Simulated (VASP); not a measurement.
Runs of VASP 6.6.1 on SrAgI3. The structure is that of space group P6/mmm (No. 191), or close to it. The cells are those of the table. The cell was generated, and may not be a known phase.

| task | cell | k mesh | cutoff (eV) | gap on the mesh (eV) | pressure (GPa) | relaxed volume (Å³/atom) |
| --- | --- | --- | --- | --- | --- | --- |
| relaxation of cell and atoms | relaxed from a = 6.954, b = 6.954, c = 6.447 Å, angles 90.0, 90.0, 120.0°, 5 atoms | 3 × 3 × 4 | 600 | none | 0.0 | (a) |
| relaxation of cell and atoms | relaxed from a = 6.954, b = 6.954, c = 6.447 Å, angles 90.0, 90.0, 120.0°, 5 atoms | 6 × 6 × 6 | 600 | none | 0.0 | 53.91 |
| single point | a = 6.985, b = 6.985, c = 6.379 Å, angles 90.0, 90.0, 120.0°, 5 atoms | 6 × 6 × 6 | 520 | none | 0.0 | - |
| relaxation of cell and atoms | relaxed from a = 5.735, b = 5.735, c = 8.014 Å, angles 90.0, 90.0, 120.0°, 5 atoms | 6 × 6 × 2 | 600 | none | 0.0 | 55.09 |

Alike in all rows: level PBE; potentials or basis VASP PAW PBE potentials, release 64 (Sr_sv, Ag, I); no spin polarisation; smearing gaussian 0.1 eV.

Q: Estimate the missing entries.

A: (a) 53.04.

Caveats: some runs use coarse meshes; spin-orbit coupling is left out, which moves the levels of the heavy elements; the volume moved by over 15 % at a fixed basis, so the end points are rough (at least some runs).

A k mesh can miss the band edges, and the runs leave out spin-orbit coupling on Ag, I, Sr.

A gap of «none» marks levels without a gap at the run's occupations.
